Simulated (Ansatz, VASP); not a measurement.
# Two plane-wave programs on SiO2

The input INCAR:

```
  ALGO = Normal
  EDIFF = 1E-8
  ENCUT = 520
  GGA = PS
  ISIF = 2
  ISMEAR = -1
  LASPH = True
  LCHARG = False
  LEFG = True
  LREAL = Auto
  LWAVE = False
  NBANDS = 82
  NELM = 80
  PREC = Accurate
  SIGMA = 0.02
```

File KPOINTS:

```
k-points
0
Gamma
  4 4 4
```

Contents of POSCAR:

```
SiO2
1.0
    7.1600000000      0.0000000000      0.0000000000
    0.0000000000      7.1600000000      0.0000000000
    0.0000000000      0.0000000000      7.1600000000
Si O
8 16
Direct
    0.2807082821      0.2807082821      0.2807082821
    0.2192917179      0.7192917179      0.7807082821
    0.7807082821      0.2192917179      0.7192917179
    0.7192917179      0.7807082821      0.2192917179
    1.0205837188      1.0205837188      1.0205837188
    0.4794162812     -0.0205837188      0.5205837188
    0.5205837188      0.4794162812     -0.0205837188
   -0.0205837188      0.5205837188      0.4794162812
    0.1505389581      0.1505389581      0.1505389581
    0.3494610419      0.8494610419      0.6505389581
    0.6505389581      0.3494610419      0.8494610419
    0.8494610419      0.6505389581      0.3494610419
    0.6398190185      0.6615813720      0.0434329365
    0.8601809815      0.3384186280      0.5434329365
    0.1398190185      0.8384186280      0.9565670635
    0.3601809815      0.1615813720      0.4565670635
    0.0434329365      0.6398190185      0.6615813720
    0.5434329365      0.8601809815      0.3384186280
    0.9565670635      0.1398190185      0.8384186280
    0.4565670635      0.3601809815      0.1615813720
    0.6615813720      0.0434329365      0.6398190185
    0.3384186280      0.5434329365      0.8601809815
    0.8384186280      0.9565670635      0.1398190185
    0.1615813720      0.4565670635      0.3601809815
```

Input for Ansatz:

```yaml
crystal:
  lattice:
    - [7.16, 0.0, 0.0]
    - [0.0, 7.16, 0.0]
    - [0.0, 0.0, 7.16]
  atoms:
    - { symbol: Si, position: [0.2807082821, 0.2807082821, 0.2807082821] }
    - { symbol: Si, position: [0.2192917179, 0.7192917179, 0.7807082821] }
    - { symbol: Si, position: [0.7807082821, 0.2192917179, 0.7192917179] }
    - { symbol: Si, position: [0.7192917179, 0.7807082821, 0.2192917179] }
    - { symbol: Si, position: [1.0205837188, 1.0205837188, 1.0205837188] }
    - { symbol: Si, position: [0.4794162812, -0.0205837188, 0.5205837188] }
    - { symbol: Si, position: [0.5205837188, 0.4794162812, -0.0205837188] }
    - { symbol: Si, position: [-0.0205837188, 0.5205837188, 0.4794162812] }
    - { symbol: O, position: [0.1505389581, 0.1505389581, 0.1505389581] }
    - { symbol: O, position: [0.3494610419, 0.8494610419, 0.6505389581] }
    - { symbol: O, position: [0.6505389581, 0.3494610419, 0.8494610419] }
    - { symbol: O, position: [0.8494610419, 0.6505389581, 0.3494610419] }
    - { symbol: O, position: [0.6398190185, 0.661581372, 0.0434329365] }
    - { symbol: O, position: [0.8601809815, 0.338418628, 0.5434329365] }
    - { symbol: O, position: [0.1398190185, 0.838418628, 0.9565670635] }
    - { symbol: O, position: [0.3601809815, 0.161581372, 0.4565670635] }
    - { symbol: O, position: [0.0434329365, 0.6398190185, 0.661581372] }
    - { symbol: O, position: [0.5434329365, 0.8601809815, 0.338418628] }
    - { symbol: O, position: [0.9565670635, 0.1398190185, 0.838418628] }
    - { symbol: O, position: [0.4565670635, 0.3601809815, 0.161581372] }
    - { symbol: O, position: [0.661581372, 0.0434329365, 0.6398190185] }
    - { symbol: O, position: [0.338418628, 0.5434329365, 0.8601809815] }
    - { symbol: O, position: [0.838418628, 0.9565670635, 0.1398190185] }
    - { symbol: O, position: [0.161581372, 0.4565670635, 0.3601809815] }
kpoints:
  mp_grid: { grid: [4, 4, 4] }
scf:
  occupations: { method: fermi_dirac, width: 0.02 }
hamiltonian:
  xc: pbesol
  pseudopotentials: { kind: paw }
output:
  forces: true
  stress: true
  populations: true
  efg: { quadrupole_moments_barn: { O: -0.02558 }, contact_densities: true }
```

Alike in both runs: task electric field gradients; functional PBEsol; k mesh 4 × 4 × 4; occupations fermi-dirac, width 0.02 eV; no spin polarisation.

```csv
,VASP,Ansatz
version,VASP 6.6.1,Ansatz 0.2.0
potentials or method,"VASP PAW PBE potentials, release 64 (Si, O)","plane-wave PAW, scalar-relativistic"
plane-wave cutoff (eV),520,420
valence electrons in the cell,128,128
```

Ansatz gave:

```
gap on the k mesh at the Fermi level (eV)            : 5.66
pressure (GPa)                                       : -1.4
rms of the force components (eV/Å)                   : 0.042
size of Vzz on the site where it differs most (V/Å²) : 104.4
```

Question: Which values does VASP return?

Answer: gap on the k mesh at the Fermi level (eV): 5.66; pressure (GPa): -0.9; rms of the force components (eV/Å): 0.033; size of Vzz on the site where it differs most (V/Å²): 98.8.

VASP's potentials were made for PBE, not for PBEsol. Atom by atom the forces differ by 0.012 eV/Å (rms over components). The functional is the same, so the differences come from potentials, cutoffs and numerics.
